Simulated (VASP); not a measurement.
# CaO (sol) (Fm-3m) in VASP: notebook

The runs below take CaO (sol) through single point, relaxation of cell and atoms, with PBEsol.

Everything below comes from runs of VASP 6.6.1. Logs are shortened: lines on timing, memory, paths and dates and some standing lists are left out, and cuts for length are marked.

### Step 1. The cell of the first run

The structure is cubic, space group Fm-3m (No. 225). The conventional cell has a = 4.811 Å, b = 4.811 Å, c = 4.811 Å, α = 90.00°, β = 90.00°, γ = 90.00°. Ca (site symmetry m-3m) has 6 O at 2.41 Å within 3.2 Å. O (site symmetry m-3m) has 6 Ca at 2.41 Å within 3.2 Å.

### Step 2. Single point, PBEsol

Contents of INCAR:

```
ALGO     = Normal         # electronic algorithm
EDIFF    = 1E-6           # SCF threshold, eV
ENCUT    = 600            # plane-wave cutoff, eV
GGA      = PS             # functional
GGA_COMPAT= F            
ISIF     = 2              # what is computed and relaxed
ISMEAR   = 0              # smearing method
LASPH    = T              # aspherical terms in the spheres
LCHARG   = F              # write CHGCAR
LREAL    = F              # projectors in reciprocal space
LWAVE    = F              # write WAVECAR
NBANDS   = 15             # bands
NELM     = 120            # most SCF steps
PREC     = Accurate       # precision mode
SIGMA    = 0.1            # smearing width, eV
```

Contents of KPOINTS:

```
k-points
0
Gamma
  6 6 6
```

Contents of POSCAR:

```
CaO
1.0
    0.0000000000      2.4055000000      2.4055000000
    2.4055000000      0.0000000000      2.4055000000
    2.4055000000      2.4055000000      0.0000000000
Ca O
1 1
Direct
    0.0000000000      0.0000000000      0.0000000000
    0.5000000000      0.5000000000      0.5000000000
```

Potentials or basis: VASP PAW PBE potentials, release 64 (Ca_sv, O).

Command:

```console
cat potpaw_PBE.64/Ca_sv/POTCAR potpaw_PBE.64/O/POTCAR > POTCAR
mpirun -np 1 vasp_std > vasp.out
```

OUTCAR:

```text
EDIFF = 1E-6
   ENCUT = 600
   GGA = PS
   ISIF = 2
   ISMEAR = 0
   LASPH = T
   LREAL = F
   NELM = 120
   PREC = Accurate

 ion  position               nearest neighbor table
   1  0.000  0.000  0.000-   2 2.41   2 2.41   2 2.41   2 2.41   2 2.41   2 2.41
   2  0.500  0.500  0.500-   1 2.41   1 2.41   1 2.41   1 2.41   1 2.41   1 2.41

  LATTYP: Found a face centered cubic cell.
 ALAT       =     4.8110000000

  Lattice vectors:

 A1 = (   0.0000000000,   2.4055000000,   2.4055000000)
 A2 = (   2.4055000000,   0.0000000000,   2.4055000000)
 A3 = (   2.4055000000,   2.4055000000,   0.0000000000)

Analysis of symmetry for initial positions (statically):
=====================================================================
 Subroutine PRICEL returns:
 Original cell was already a primitive cell.

 Routine SETGRP: Setting up the symmetry group for a
 face centered cubic supercell.

 Subroutine GETGRP returns: Found 48 space group operations
 (whereof 48 operations were pure point group operations)
 out of a pool of 48 trial point group operations.

The static configuration has the point symmetry O_h .

Analysis of symmetry for dynamics (positions and initial velocities):
=====================================================================
 Subroutine PRICEL returns:
 Original cell was already a primitive cell.

 Routine SETGRP: Setting up the symmetry group for a
 face centered cubic supercell.

 Subroutine GETGRP returns: Found 48 space group operations
 (whereof 48 operations were pure point group operations)
 out of a pool of 48 trial point group operations.

The dynamic configuration has the point symmetry O_h .

 Subroutine INISYM returns: Found 48 space group operations
 (whereof 48 operations are pure point group operations),
 and found     1 'primitive' translations

----------------------------------------------------------------------------------------

                                     Primitive cell

  volume of cell :      27.8385

  direct lattice vectors                    reciprocal lattice vectors
     0.000000000  2.405500000  2.405500000    -0.207856994  0.207856994  0.207856994
     2.405500000  0.000000000  2.405500000     0.207856994 -0.207856994  0.207856994
     2.405500000  2.405500000  0.000000000     0.207856994  0.207856994 -0.207856994

  length of vectors
     3.401890724  3.401890724  3.401890724     0.360018875  0.360018875  0.360018875

  position of ions in fractional coordinates (direct lattice)
[... 79 lines left out ...]
   TEBEG  =    0.0;   TEEND  =   0.0 temperature during run
   PSTRESS=    0.0 pullay stress
   NELECT =      16.0000    total number of electrons
   NUPDOWN=      -1.0000    fix difference up-down
   EMIN   =  10.00;   EMAX   =-10.00  energy-range for DOS
   EFERMI =   0.00;   METHOD = LEGACY
   ISMEAR =     0;   SIGMA  =   0.10  broadening in eV -4-tet -1-fermi 0-gaus
   EFERMI_NEDOS =   21; number of points for ismear=-14 and -15
   IALGO  =     38    algorithm
   IMIX   =      4    mixing-type and parameters
     AMIX     =   0.40;   BMIX     =  1.00
     AMIX_MAG =   1.60;   BMIX_MAG =  1.00
  volume/ion in A,a.u.               =      13.92        93.93
  Fermi-wavevector in a.u.,A,eV,Ry     =   1.361130  2.572162 25.207156  1.852674
  Thomas-Fermi vector in A             =   2.487732
   LORBIT       =      0    0 simple, 1 ext, 2 COOP (PROOUT), +10 PAW based schemes
   GGA     = PS    functional components
   LHFCALC =     F    Hartree Fock is set to
   AEXX    =    0.0000 exact exchange contribution
   IVDW    =     0    specifies the selected vdW correction
   LEPSILON=     F    determine dielectric tensor
   LRPA    =     F    only Hartree local field effects (RPA)
 non-spin polarized calculation
 Gauss-broadening in eV      SIGMA  =   0.10
  energy-cutoff  :      600.00
  volume of cell :       27.84
 maximum number of plane-waves:       941
   NGX = 13   NGY = 13   NGZ = 13

 number of electron      15.9999997 magnetization

 Free energy of the ion-electron system (eV)
  ---------------------------------------------------
  ext. energy  EPLUGINS =         0.00000000
  ---------------------------------------------------
  free energy    TOTEN  =       -13.40951457 eV

  energy without entropy =      -13.40951457  energy(sigma->0) =      -13.40951457

 E-fermi :   2.6045     XC(G=0): -10.7215

 val. band max:        2.1778221536   @ k =   0.0000   0.0000   0.0000
 cond. band min:       5.7135528474   @ k =   0.5000   0.5000   0.0000
 fundamental gap:      3.5357306938
 Fermi energy:         2.6044517484

 k-point     1 :       0.0000    0.0000    0.0000
  band No.  band energies     occupation
      1     -35.2201      2.00000
      2     -16.0635      2.00000
      3     -16.0635      2.00000
      4     -16.0635      2.00000
      5     -13.2611      2.00000
      6       2.1778      2.00000
      7       2.1778      2.00000
      8       2.1778      2.00000
      9       6.7185      0.00000
     10       8.3644      0.00000
     11       8.3644      0.00000
     12       8.3644      0.00000
     13       9.8956      0.00000
     14       9.8956      0.00000
[... 257 lines left out ...]
      2     -16.5870      2.00000
      3     -16.4555      2.00000
      4     -16.3948      2.00000
      5     -12.7123      2.00000
      6       0.9450      2.00000
      7       1.0908      2.00000
      8       1.3526      2.00000
      9       7.1215      0.00000
     10       9.8030      0.00000
     11      10.5091      0.00000
     12      11.7584      0.00000
     13      11.8989      0.00000
     14      14.9837      0.00000
     15      15.6626      0.00000

------------------------ aborting loop because EDIFF is reached ----------------------------------------

  FORCE on cell =-STRESS in cart. coord.  units (eV):
  Direction    XX          YY          ZZ          XY          YZ          ZX
  --------------------------------------------------------------------------------------
  -------------------------------------------------------------------------------------
  Total       -0.4381600     -0.4381600     -0.4381600      0.0000000      0.0000000     -0.0000000
  in kB      -25.2172238    -25.2172238    -25.2172238      0.0000000      0.0000000     -0.0000000
  external PRESSURE =     -25.2172238 kB  Pullay stress =       0.0000000 kB

 VOLUME and BASIS-vectors are now :
 -----------------------------------------------------------------------------
  energy-cutoff  :      600.00
  volume of cell :       27.84
      direct lattice vectors                 reciprocal lattice vectors
     0.000000000  2.405500000  2.405500000    -0.207856994  0.207856994  0.207856994
     2.405500000  0.000000000  2.405500000     0.207856994 -0.207856994  0.207856994
     2.405500000  2.405500000  0.000000000     0.207856994  0.207856994 -0.207856994

 POSITION                                       TOTAL-FORCE (eV/Angst)
 -----------------------------------------------------------------------------------
      0.00000      0.00000      0.00000        -0.000000      0.000000      0.000000
      2.40550      2.40550      2.40550         0.000000     -0.000000     -0.000000
 -----------------------------------------------------------------------------------
    total drift:                                0.000000      0.000000      0.000000

  FREE ENERGIE OF THE ION-ELECTRON SYSTEM (eV)
  ---------------------------------------------------
  free  energy   TOTEN  =       -13.4095145702 eV

  energy  without entropy=      -13.4095145702  energy(sigma->0) =      -13.40951457
```

It took 7.6 s on 1 thread of Intel Xeon Platinum 8375C at 2.90GHz (Ice Lake), shared host; peak memory 0.15 GiB.

Results:

```
Free energy            : -13.4095 eV
Pressure               : -2.5 GPa
Band gap on the k mesh : 3.54 eV, indirect (least direct gap 3.91 eV)
```

Caveat: the PAW data sets were made with another functional, which shifts forces and pressure a little. A k mesh can miss the band edges.

### Step 3. Single point, PBEsol

This run uses another cell than the first one, of 13.54 Å³/atom, 0.973 times its volume.

Contents of INCAR:

```
SYSTEM = CaO
PREC = Accurate
ENCUT = 600
EDIFF = 1E-6
ISMEAR = 0
SIGMA = 0.02
LREAL = .FALSE.
LASPH = .TRUE.
NELM = 120
ALGO = Normal
ISIF = 2
LWAVE = .FALSE.
LCHARG = .FALSE.
GGA = PS
NBANDS = 15
GGA_COMPAT = .FALSE.
```

Contents of KPOINTS:

```
regular mesh
0
G
  8 8 8
  0 0 0
```

Contents of POSCAR:

```
CaO
1.0
    0.0000000000      2.3833587426      2.3833587426
    2.3833587426      0.0000000000      2.3833587426
    2.3833587426      2.3833587426      0.0000000000
Ca O
1 1
Direct
    0.0000000000      0.0000000000      0.0000000000
    0.5000000000      0.5000000000      0.5000000000
```

Potentials or basis: VASP PAW PBE potentials, release 64 (Ca_sv, O).

Command:

```console
cat potpaw_PBE.64/Ca_sv/POTCAR potpaw_PBE.64/O/POTCAR > POTCAR
mpirun -np 1 vasp_std > vasp.out
```

Wall time 12 s (1 thread of Intel Xeon Platinum 8375C at 2.90GHz (Ice Lake), shared host); peak memory 0.16 GiB.

The run converged. Its results:

```yaml
Free_energy: -13.4132 eV
Pressure: 0.6 GPa
Band_gap_on_the_k_mesh: 3.52 eV, indirect (least direct gap 3.89 eV)
```

Levels at points of the mesh, in eV from the valence-band top:
```csv
k point,band 6,band 7,band 8,band 9,band 10,band 11
"(0.00, 0.00, 0.00)",0.00,0.00,0.00,4.77,6.25,6.25
"(0.50, 0.00, 0.00)",-2.75,-1.27,-1.27,7.13,8.51,8.51
"(0.50, 0.50, 0.00)",-1.31,-0.37,-0.37,3.52,8.23,9.07
```

Caveat: the PAW data sets were made with another functional, which shifts forces and pressure a little. A k mesh can miss the band edges.

### Step 4. Single point, PBEsol

This run uses another cell than the first one, of 13.54 Å³/atom, 0.973 times its volume.

Contents of INCAR:

```
PREC = Accurate
ENCUT = 600
EDIFF = 1E-6
ISMEAR = 0
SIGMA = 0.01
LREAL = F
LASPH = T
NELM = 120
ALGO = Normal
ISIF = 2
LWAVE = F
LCHARG = F
GGA = PS
NBANDS = 15
GGA_COMPAT = F
```

Contents of KPOINTS:

```
Automatic mesh
0
Gamma
  8 8 8
```

POSCAR is that of step 3.

Command:

```console
cat potpaw_PBE.64/Ca_sv/POTCAR potpaw_PBE.64/O/POTCAR > POTCAR
mpirun -np 1 vasp_std > vasp.out
```

It took 13 s on 1 thread of Intel Xeon Platinum 8375C at 2.90GHz (Ice Lake), shared host; peak memory 0.16 GiB.

It converged, with:

| Property | Result |
| --- | --- |
| Free energy | -13.4132 eV |
| Pressure | 0.6 GPa |
| Band gap on the k mesh | 3.52 eV, indirect (least direct gap 3.89 eV) |

Levels at points of the mesh, in eV from the valence-band top:
| k point | band 4 | band 5 | band 6 | band 7 | band 8 | band 9 | band 10 | band 11 | band 12 | band 13 |
| --- | --- | --- | --- | --- | --- | --- | --- | --- | --- | --- |
| (0.00, 0.00, 0.00) | -18.11 | -15.49 | 0.00 | 0.00 | 0.00 | 4.77 | 6.25 | 6.25 | 6.25 | 7.83 |
| (0.50, 0.00, 0.00) | -18.17 | -14.14 | -2.75 | -1.27 | -1.27 | 7.13 | 8.51 | 8.51 | 8.52 | 10.68 |
| (0.50, 0.50, 0.00) | -18.36 | -15.25 | -1.31 | -0.37 | -0.37 | 3.52 | 8.23 | 9.07 | 9.76 | 9.76 |

Caveat: the PAW data sets were made with another functional, which shifts forces and pressure a little.

### Step 5. Single point, PBEsol

This run uses another cell than the first one, of 13.54 Å³/atom, 0.973 times its volume.

Contents of INCAR:

```
SYSTEM = CaO
PREC = Accurate
ENCUT = 600
EDIFF = 1E-6
ISMEAR = 0
SIGMA = 0.01
LREAL = .FALSE.
LASPH = .TRUE.
NELM = 120
ALGO = Normal
ISIF = 2
LWAVE = .FALSE.
LCHARG = .FALSE.
GGA = PS
NBANDS = 15
GGA_COMPAT = .FALSE.
```

Contents of KPOINTS:

```
Automatic mesh
0
G
  8 8 8
  0 0 0
```

POSCAR is that of step 4.

Command:

```console
cat potpaw_PBE.64/Ca_sv/POTCAR potpaw_PBE.64/O/POTCAR > POTCAR
mpirun -np 1 vasp_std > vasp.out
```

Run time: 14 s. Hardware: 1 thread of Intel Xeon Platinum 8375C at 2.90GHz (Ice Lake), shared host; peak memory 0.16 GiB.

The run converged. Its results:

```
Free energy            : -13.4132 eV
Pressure               : 0.6 GPa
Band gap on the k mesh : 3.52 eV, indirect (least direct gap 3.89 eV)
```

Levels at points of the mesh, in eV from the valence-band top:
```csv
k point,band 5,band 6,band 7,band 8,band 9,band 10,band 11,band 12
"(0.00, 0.00, 0.00)",-15.49,0.00,0.00,0.00,4.77,6.25,6.25,6.25
"(0.50, 0.00, 0.00)",-14.14,-2.75,-1.27,-1.27,7.13,8.51,8.51,8.52
"(0.50, 0.50, 0.00)",-15.25,-1.31,-0.37,-0.37,3.52,8.23,9.07,9.76
```

Caveat: the PAW data sets were made with another functional, which shifts forces and pressure a little. A k mesh can miss the band edges.

### Step 6. Relaxation of cell and atoms, PBEsol

Contents of INCAR:

```
SYSTEM = CaO
  ALGO = Normal
  EDIFF = 1E-7
  EDIFFG = -0.002
  ENCUT = 600
  GGA = PS
  GGA_COMPAT = .FALSE.
  IBRION = 2
  ISIF = 3
  ISMEAR = 0
  LASPH = .TRUE.
  LCHARG = .FALSE.
  LREAL = .FALSE.
  LWAVE = .FALSE.
  NELM = 120
  NELMIN = 4
  NSW = 100
  PREC = Accurate
  SIGMA = 0.02
```

Contents of KPOINTS:

```
k-points
0
G
  8 8 8
  0 0 0
```

Contents of POSCAR:

```
CaO
1.0
    0.0000000000      2.4055000000      2.4055000000
    2.4055000000      0.0000000000      2.4055000000
    2.4055000000      2.4055000000      0.0000000000
Ca O
1 1
Direct
    0.0000000000      0.0000000000      0.0000000000
    0.5000000000      0.5000000000      0.5000000000
```

Potentials or basis: VASP PAW PBE potentials, release 64 (Ca_sv, O).

Command:

```console
cat potpaw_PBE.64/Ca_sv/POTCAR potpaw_PBE.64/O/POTCAR > POTCAR
mpirun -np 1 vasp_std > vasp.out
```

It took 29 s on 1 thread of Intel Xeon Platinum 8375C at 2.90GHz (Ice Lake), shared host; peak memory 0.17 GiB.

Results (log left out):

| Item | Value |
| --- | --- |
| Free energy | -13.4146 eV |
| Relaxed volume | 13.61 Å³/atom |
| Relaxed cell | a = 3.376 Å, b = 3.376 Å, c = 3.376 Å, α = 60.00°, β = 60.00°, γ = 60.00° |
| Space group after relaxing (to 0.05 Å) | Fm-3m (No. 225) |
| Energy gained by relaxing | 2.5 meV/atom |
| Ionic steps | 3 |
| Pressure after relaxing | 0.0 GPa |
| Band gap on the k mesh | 3.53 eV, indirect (least direct gap 3.90 eV) |

Step by step:
```csv
step,energy change (eV),largest force (eV/Å),pressure (GPa),volume (Å³)
1,0.0000,0.0000,-2.49,27.84
2,-0.0042,0.0000,1.03,26.98
3,-0.0050,0.0000,0.00,27.21
```

Final structure:
```yaml
crystal:
  lattice:
    - [0.00000, 2.38735, 2.38735]
    - [2.38735, 0.00000, 2.38735]
    - [2.38735, 2.38735, 0.00000]
  atoms:
    - { symbol: Ca, position: [0.00000, 0.00000, 0.00000] }
    - { symbol: O, position: [0.50000, 0.50000, 0.50000] }
```

Levels at points of the mesh, in eV from the valence-band top:
```csv
k point,band 6,band 7,band 8,band 9,band 10,band 11
"(0.00, 0.00, 0.00)",0.00,0.00,0.00,4.73,6.24,6.24
"(0.50, 0.00, 0.00)",-2.74,-1.26,-1.26,7.11,8.48,8.48
"(0.50, 0.50, 0.00)",-1.31,-0.37,-0.37,3.53,8.19,9.04
```

Caveat: the PAW data sets were made with another functional, which shifts forces and pressure a little. A k mesh can miss the band edges.

### Step 7. Overview

| task | cell | k mesh | smearing | gap on the mesh (eV) | pressure (GPa) |
| --- | --- | --- | --- | --- | --- |
| single point | a = 3.402 Å, angles 60.0°, 2 atoms | 6 × 6 × 6 | gaussian 0.1 eV | 3.54 | -2.5 |
| single point | a = 3.371 Å, angles 60.0°, 2 atoms | 8 × 8 × 8 | gaussian 0.02 eV | 3.52 | 0.6 |
| single point | a = 3.371 Å, angles 60.0°, 2 atoms | 8 × 8 × 8 | gaussian 0.01 eV | 3.52 | 0.6 |
| relaxation of cell and atoms | relaxed from a = 3.402 Å, angles 60.0°, 2 atoms | 8 × 8 × 8 | gaussian 0.02 eV | 3.53 | 0.0 |

Alike in all rows: level PBEsol; potentials or basis VASP PAW PBE potentials, release 64 (Ca_sv, O); no spin polarisation; cutoff (eV) 600.

Caveats: the PAW data sets were made with another functional, which shifts forces and pressure a little.

Total energies depend on the potentials used, so only differences within one code and one set of settings carry meaning.
